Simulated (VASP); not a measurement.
Sn:

```
Sn
1.0
     0.00000    3.21951    3.21951
     3.21951    0.00000    3.21951
     3.21951    3.21951    0.00000
Sn
2
Direct
  0.00000 0.00000 0.00000
  0.25000 0.25000 0.25000
```

```yaml
Program: VASP 6.6.1
Task: relaxation of cell and atoms
Functional: PBE
Potentials_or_basis: VASP PAW PBE potentials, release 64 (Sn_d)
Cutoff: 600 eV
k_mesh: 9 × 9 × 9
Occupations: fermi-dirac, width 0.05 eV
Spin: no spin polarisation
```

At the start: pressure 4.5 GPa; volume 33.37 Å³/atom.

Task: How do energy, volume and symmetry change on relaxing?

Result: Over 3 steps the energy falls by 43.8 meV/atom and the volume is 36.81 Å³/atom (+10.3 %); space group Fd-3m (No. 227, to 0.05 Å).

Step by step:
```csv
step,energy change (eV),largest force (eV/Å),pressure (GPa),volume (Å³)
1,0.0000,0.0000,4.48,66.74
2,-0.0788,0.0000,-1.09,76.17
3,-0.0877,0.0000,-0.01,73.62
```

Final structure:
```
Sn
1.0
     0.00000    3.32656    3.32656
     3.32656    0.00000    3.32656
     3.32656    3.32656    0.00000
Sn
2
Direct
  0.00000 0.00000 0.00000
  0.25000 0.25000 0.25000
```
